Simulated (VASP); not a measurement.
Runs of VASP 6.6.1 on Fe. The structure is that of space group Fm-3m (No. 225), or close to it. The cells are those of the table. 

```tsv
spin	cell	k mesh	smearing	gap on the mesh (eV)	pressure (GPa)
off	a = 2.505 Å, angles 60.0°, 1 atom	17 × 17 × 17	fermi-dirac 0.1 eV	none	-8.7
off	a = 2.473 Å, angles 60.0°, 1 atom	25 × 25 × 25	fermi-dirac 0.1 eV	none	0.2
off	a = 2.473 Å, angles 60.0°, 1 atom	17 × 17 × 17	fermi-dirac 0.1 eV	none	0.2
off	a = 2.568 Å, angles 60.0°, 1 atom	17 × 17 × 17	fermi-dirac 0.1 eV	none	-21.4
off	a = 2.537 Å, angles 60.0°, 1 atom	17 × 17 × 17	fermi-dirac 0.1 eV	none	-15.8
off	a = 2.405 Å, angles 60.0°, 1 atom	17 × 17 × 17	fermi-dirac 0.1 eV	none	25.6
off	a = 2.439 Å, angles 60.0°, 1 atom	17 × 17 × 17	fermi-dirac 0.1 eV	none	(b)
off	a = 2.370 Å, angles 60.0°, 1 atom	17 × 17 × 17	fermi-dirac 0.1 eV	none	43.4
collinear, ferromagnetic start	a = 2.610 Å, angles 60.0°, 1 atom	24 × 24 × 24	fermi-dirac 0.05 eV	none	(a)
```

Alike in all rows: task single point; level BLYP; potentials or basis VASP PAW PBE potentials, release 64 (Fe); cutoff (eV) 520.

Estimate the missing entries.

(a) -0.5; (b) 11.4.

Caveats: the PAW data sets were made with another functional, which shifts forces and pressure a little.

A gap of «none» marks levels without a gap at the run's occupations.
